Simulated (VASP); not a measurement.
# P in VASP: a series of runs

P is run at these levels: r2SCAN0, r2SCANh; tasks: single point.

All numbers are computed with VASP 6.6.1; they aren't measurements. Logs are shortened: lines on timing, memory, paths and dates and some standing lists are left out, and cuts for length are marked.

### 1 The cell of the first run

The cell holds a single atom in a box, 1 atom: a = 14.000 Å, b = 14.400 Å, c = 14.800 Å, α = 90.00°, β = 90.00°, γ = 90.00°.

### 2 Single point, r2SCAN0, collinear spin

Input file POSCAR:

```
P
1.0
   14.0000000000      0.0000000000      0.0000000000
    0.0000000000     14.4000000000      0.0000000000
    0.0000000000      0.0000000000     14.8000000000
P
1
Direct
    0.5000000000      0.5000000000      0.5000000000
```

Input file INCAR.step1:

```
PREC = Accurate
ENCUT = 440
EDIFF = 1E-5
ISMEAR = -1
SIGMA = 0.01
LREAL = F
LASPH = T
NELM = 200
ALGO = Normal
ISIF = 2
LWAVE = T
LCHARG = F
ISPIN = 2
MAGMOM = 3
LORBIT = 11
GGA = PE
ISYM = 0
NBANDS = 12
GGA_COMPAT = F
```

Input file INCAR.step2:

```
PREC = Accurate
ENCUT = 440
EDIFF = 1E-6
ISMEAR = -1
SIGMA = 0.01
LREAL = F
LASPH = T
NELM = 200
ALGO = Normal
ISIF = 2
LWAVE = F
LCHARG = F
ISPIN = 2
MAGMOM = 3
LORBIT = 11
METAGGA = R2SCAN
LHFCALC = T
AEXX = 0.25
LMIXTAU = T
PRECFOCK = Normal
ISTART = 1
ISYM = 0
NBANDS = 12
GGA_COMPAT = F
```

Input file KPOINTS:

```
regular mesh
0
Gamma
  1 1 1
```

Potentials or basis: VASP PAW PBE potentials, release 64 (P).

Run with:

```bash
> cat potpaw_PBE.64/P/POTCAR > POTCAR
> cp INCAR.step1 INCAR
> mpirun -np 1 vasp_gam > vasp.out
> cp INCAR.step2 INCAR
> mpirun -np 1 vasp_gam > vasp.out
```

OUTCAR:

```text
PREC = Accurate
   ENCUT = 440
   EDIFF = 1E-6
   ISMEAR = -1
   LREAL = F
   LASPH = T
   NELM = 200
   ISIF = 2
   ISPIN = 2
   LORBIT = 11
   METAGGA = R2SCAN
   LHFCALC = T
   AEXX = 0.25
   PRECFOCK = Normal
   ISTART = 1
   ISYM = 0

 ion  position               nearest neighbor table
   1  0.500  0.500  0.500-

IMPORTANT INFORMATION: All symmetrisations will be switched off!
NOSYMM: (Re-)initialisation of all symmetry stuff for point group C_1.

----------------------------------------------------------------------------------------

                                     Primitive cell

  volume of cell :    2983.6800

  direct lattice vectors                    reciprocal lattice vectors
    14.000000000  0.000000000  0.000000000     0.071428571  0.000000000  0.000000000
     0.000000000 14.400000000  0.000000000     0.000000000  0.069444444  0.000000000
     0.000000000  0.000000000 14.800000000     0.000000000  0.000000000  0.067567568

  length of vectors
    14.000000000 14.400000000 14.800000000     0.071428571  0.069444444  0.067567568

  position of ions in fractional coordinates (direct lattice)
     0.500000000  0.500000000  0.500000000

  ion indices of the primitive-cell ions
   primitive index   ion index
                 1           1

----------------------------------------------------------------------------------------

 KPOINTS: regular mesh

Automatic generation of k-mesh.
 Grid dimensions read from file:
 generate k-points for:    1    1    1

 Generating k-lattice:

  Cartesian coordinates                     Fractional coordinates (reciprocal lattice)
     0.071428571  0.000000000  0.000000000     1.000000000  0.000000000  0.000000000
     0.000000000  0.069444444  0.000000000     0.000000000  1.000000000  0.000000000
     0.000000000  0.000000000  0.067567568     0.000000000  0.000000000  1.000000000

  Length of vectors
     0.071428571  0.069444444  0.067567568

  Shift w.r.t. Gamma in fractional coordinates (k-lattice)
     0.000000000  0.000000000  0.000000000

 Subroutine IBZKPT returns following result:
 ===========================================

 Found      1 irreducible k-points:

 Following reciprocal coordinates:
            Coordinates               Weight
  0.000000  0.000000  0.000000      1.000000
   k-points           NKPTS =      1   k-points in BZ     NKDIM =      1   number of bands    NBANDS=     12
   number of dos      NEDOS =    301   number of ions     NIONS =      1
   total plane-waves  NPLWV = ******
   dimension x,y,z NGX =    96 NGY =  100 NGZ =  108
   dimension x,y,z NGXF=   192 NGYF=  200 NGZF=  216
   ions per type =               1
   NGX,Y,Z   is equivalent  to a cutoff of  11.40, 11.54, 12.13 a.u.
   NGXF,Y,Z  is equivalent  to a cutoff of  22.80, 23.09, 24.26 a.u.
 SYSTEM =  unknown system
   PREC   = accura    normal or accurate (medium, high low for compatibility)
   ISTART =      1    job   : 0-new  1-cont  2-samecut
   ICHARG =      0    charge: 1-file 2-atom 10-const
   ISPIN  =      2    spin polarized calculation?
   LNONCOLLINEAR =      F non collinear calculations
   LSORBIT =      F    spin-orbit coupling
   LASPH  =      T    aspherical Exc in radial PAW
   ENCUT  =  440.0 eV  32.34 Ry    5.69 a.u.  23.94 24.63 25.31*2*pi/ulx,y,z
   NELM   =    200;   NELMIN=  2; NELMDL=  0     # of ELM steps
   EDIFF  = 0.1E-05   stopping-criterion for ELM
   LREAL  =      F    real-space projection
   EDIFFG = 0.1E-04   stopping-criterion for IOM
   NSW    =      0    number of steps for IOM
   IBRION =     -1    ionic relax: 0-MD 1-quasi-New 2-CG
   NFREE  =      0    steps in history (QN), initial steepest desc. (CG)
   ISIF   =      2    stress and relaxation
   ISYM   =      0    0-nonsym 1-usesym 2-fastsym
   POTIM  = 0.5000    time-step for ionic-motion
   TEBEG  =    0.0;   TEEND  =   0.0 temperature during run
   PSTRESS=    0.0 pullay stress
   NELECT =       5.0000    total number of electrons
   NUPDOWN=      -1.0000    fix difference up-down
   EMIN   =  10.00;   EMAX   =-10.00  energy-range for DOS
   EFERMI =   0.00;   METHOD = LEGACY
   ISMEAR =    -1;   SIGMA  =   0.01  broadening in eV -4-tet -1-fermi 0-gaus
   EFERMI_NEDOS =   21; number of points for ismear=-14 and -15
   IALGO  =     38    algorithm
   IMIX   =      1    mixing-type and parameters
     AMIX     =   0.40;   BMIX     =  1.00
     AMIX_MAG =   1.60;   BMIX_MAG =  1.00
  volume/ion in A,a.u.               =    2983.68     20134.87
  Fermi-wavevector in a.u.,A,eV,Ry     =   0.194453  0.367462  0.514462  0.037812
  Thomas-Fermi vector in A             =   0.940288
   LORBIT       =     11    0 simple, 1 ext, 2 COOP (PROOUT), +10 PAW based schemes
   METAGGA = R2SCAN    functional components
   LHFCALC =     T    Hartree Fock is set to
   PRECFOCK=normal    Normal, Fast or Accurate (Low or Medium for compatibility)
   ENCUT4O =  -1.0   cutoff for four orbital integrals eV
   NKREDX  =     1    reduce k-point grid by
   NKREDY  =     1    reduce k-point grid by
   NKREDZ  =     1    reduce k-point grid by
   AEXX    =    0.2500 exact exchange contribution
   HFSCREEN=    0.0000 screening length (either q_TF or 0.3 A-1)
   HFSCREENC=   0.0000 screening length for correlation (either q_TF or 0.3 A-1)
   ENCUTFOCK=  -1.0 apply spherical cutoff to Coloumb kernel
   IVDW    =     0    specifies the selected vdW correction
   LEPSILON=     F    determine dielectric tensor
   LRPA    =     F    only Hartree local field effects (RPA)
 spin polarized calculation
  energy-cutoff  :      440.00
  volume of cell :     2983.68
 maximum number of plane-waves:     31271
 NGX is ok and might be reduce to    96
  NGX = 72; NGY = 80; NGZ = 80

 number of electron       4.9999998 magnetization       3.0000000

 Free energy of the ion-electron system (eV)
  ---------------------------------------------------
  ext. energy  EPLUGINS =         0.00000000
  ---------------------------------------------------
  free energy    TOTEN  =        -6.49019206 eV

  energy without entropy =       -6.49019206  energy(sigma->0) =       -6.49019206

 E-fermi :  -7.4980     XC(G=0):  -0.1856

 val. band max:       -7.7406362602   @ k =   0.0000   0.0000   0.0000
 cond. band min:      -2.2731722226   @ k =   0.0000   0.0000   0.0000
 fundamental gap:      5.4674640376
 Fermi energy:        -7.4980244458

 spin component 1

 k-point     1 :       0.0000    0.0000    0.0000
  band No.  band energies     occupation
      1     -17.4985      1.00000
      2      -7.7409      1.00000
      3      -7.7409      1.00000
      4      -7.7406      1.00000
      5      -0.0638      0.00000
      6       0.6036      0.00000
      7       0.6581      0.00000
      8       0.6778      0.00000
      9       0.6968      0.00000
     10       0.7225      0.00000
     11       0.7378      0.00000
     12       1.3346      0.00000
 Fermi energy:        -7.4980244458

 spin component 2

 k-point     1 :       0.0000    0.0000    0.0000
  band No.  band energies     occupation
      1     -13.0935      1.00000
      2      -2.2732      0.00000
      3      -2.2730      0.00000
      4      -2.2729      0.00000
      5       0.0094      0.00000
      6       0.6787      0.00000
      7       0.7033      0.00000
      8       0.7245      0.00000
      9       0.7425      0.00000
     10       0.7852      0.00000
     11       0.8430      0.00000
     12       1.3859      0.00000

------------------------ aborting loop because EDIFF is reached ----------------------------------------

  FORCE on cell =-STRESS in cart. coord.  units (eV):
  Direction    XX          YY          ZZ          XY          YZ          ZX
  --------------------------------------------------------------------------------------
  -------------------------------------------------------------------------------------
  Total       -0.0189365     -0.0183324     -0.0189000     -0.0000002      0.0000003      0.0000001
  in kB       -0.0101685     -0.0098441     -0.0101490     -0.0000001      0.0000002      0.0000000
  external PRESSURE =      -0.0100539 kB  Pullay stress =       0.0000000 kB

 VOLUME and BASIS-vectors are now :
 -----------------------------------------------------------------------------
  energy-cutoff  :      440.00
  volume of cell :     2983.68
      direct lattice vectors                 reciprocal lattice vectors
    14.000000000  0.000000000  0.000000000     0.071428571  0.000000000  0.000000000
     0.000000000 14.400000000  0.000000000     0.000000000  0.069444444  0.000000000
     0.000000000  0.000000000 14.800000000     0.000000000  0.000000000  0.067567568

 POSITION                                       TOTAL-FORCE (eV/Angst)
 -----------------------------------------------------------------------------------
      7.00000      7.20000      7.40000         0.000001      0.000001      0.000001
 -----------------------------------------------------------------------------------
    total drift:                                0.000001      0.000001      0.000001

  FREE ENERGIE OF THE ION-ELECTRON SYSTEM (eV)
  ---------------------------------------------------
  free  energy   TOTEN  =        -6.4901920633 eV

  energy  without entropy=       -6.4901920633  energy(sigma->0) =       -6.49019206

 total charge

# of ion       s       p       d       tot
------------------------------------------
    1        1.154   1.212   0.000   2.365

 magnetization (x)

# of ion       s       p       d       tot
------------------------------------------
    1        0.020   1.212   0.000   1.232
```

It took 9 min on 1 thread of Intel Xeon 6975P-C (Granite Rapids), shared host; peak memory 2.7 GiB.

Results:

```yaml
Free_energy: -6.4902 eV
Pressure: 0.0 GPa
Band_gap_on_the_k_mesh: 5.47 eV
Net_moment: 3.00 μB per cell
Site_moments: P +1.23 μB
Valence_electrons_inside_the_program's_atomic_spheres: P 2.37
```

Levels at points of the mesh, in eV from the valence-band top:
Spin up:
```
           k point  band 1  band 2  band 3  band 4  band 5  band 6  band 7  band 8  band 9
(0.00, 0.00, 0.00)   -9.76    0.00    0.00    0.00    7.68    8.34    8.40    8.42    8.44
```
Spin down:
```
           k point  band 1  band 2  band 3  band 4  band 5  band 6
(0.00, 0.00, 0.00)   -5.35    5.47    5.47    5.47    7.75    8.42
```

Caveat: the PAW data sets were made with another functional, which shifts forces and pressure a little.

### 3 Single point, r2SCANh, collinear spin

POSCAR is that of step 2.

Input file INCAR.step1:

```
SYSTEM = P
PREC     = Accurate       ! precision mode
ENCUT    = 440            ! plane-wave cutoff, eV
EDIFF    = 1E-5           ! SCF threshold, eV
ISMEAR   = -1             ! smearing method
SIGMA    = 0.01           ! smearing width, eV
LREAL    = .FALSE.        ! projectors in reciprocal space
LASPH    = .TRUE.         ! aspherical terms in the spheres
NELM     = 200            ! most SCF steps
ALGO     = Normal         ! electronic algorithm
ISIF     = 2              ! what is computed and relaxed
LWAVE    = .TRUE.         ! write WAVECAR
ISPIN    = 2              ! spin polarisation
MAGMOM   = 3              ! initial moments
LORBIT   = 11             ! projections on sites
NBANDS   = 12             ! bands
GGA      = PE             ! functional
ISYM     = 0            
GGA_COMPAT= .FALSE.
```

Input file INCAR.step2:

```
SYSTEM = P
PREC     = Accurate       ! precision mode
ENCUT    = 440            ! plane-wave cutoff, eV
EDIFF    = 1E-6           ! SCF threshold, eV
ISMEAR   = -1             ! smearing method
SIGMA    = 0.01           ! smearing width, eV
LREAL    = .FALSE.        ! projectors in reciprocal space
LASPH    = .TRUE.         ! aspherical terms in the spheres
NELM     = 200            ! most SCF steps
ALGO     = Normal         ! electronic algorithm
ISIF     = 2              ! what is computed and relaxed
LWAVE    = .FALSE.        ! write WAVECAR
LCHARG   = .TRUE.         ! write CHGCAR
ISPIN    = 2              ! spin polarisation
MAGMOM   = 3              ! initial moments
LORBIT   = 11             ! projections on sites
METAGGA  = R2SCAN         ! meta-GGA
LHFCALC  = .TRUE.         ! exact exchange
AEXX     = 0.1            ! exact-exchange fraction
LMIXTAU  = .TRUE.       
PRECFOCK = Normal       
LELF     = .TRUE.         ! ELF
LVHAR    = .TRUE.       
NBANDS   = 12             ! bands
ISTART   = 1            
ISYM     = 0            
GGA_COMPAT= .FALSE.
```

Input file KPOINTS:

```
regular mesh
0
G
  1 1 1
  0 0 0
```

Potentials or basis: VASP PAW PBE potentials, release 64 (P).

Run with:

```bash
> cat potpaw_PBE.64/P/POTCAR > POTCAR
> cp INCAR.step1 INCAR
> mpirun -np 1 vasp_gam > vasp.out
> cp INCAR.step2 INCAR
> mpirun -np 1 vasp_gam > vasp.out
```

Wall time 8.4 min (1 thread of Intel Xeon 6975P-C (Granite Rapids), shared host); peak memory 2.8 GiB.

It converged, with:

- Free energy: -5.9458 eV
- Pressure: 0.0 GPa
- Band gap on the k mesh: 4.24 eV
- Net moment: 3.00 μB per cell
- Site moments: P +1.23 μB
- Valence electrons inside the program's atomic spheres: P 2.36

Levels at points of the mesh, in eV from the valence-band top:
Spin up:
```
           k point  band 1  band 2  band 3  band 4  band 5  band 6  band 7  band 8
(0.00, 0.00, 0.00)   -9.30    0.00    0.00    0.00    6.97    7.62    7.71    7.73
```
Spin down:
| k point | band 1 | band 2 | band 3 | band 4 |
| --- | --- | --- | --- | --- |
| (0.00, 0.00, 0.00) | -5.35 | 4.24 | 4.24 | 4.24 |

Caveat: the PAW data sets were made with another functional, which shifts forces and pressure a little.
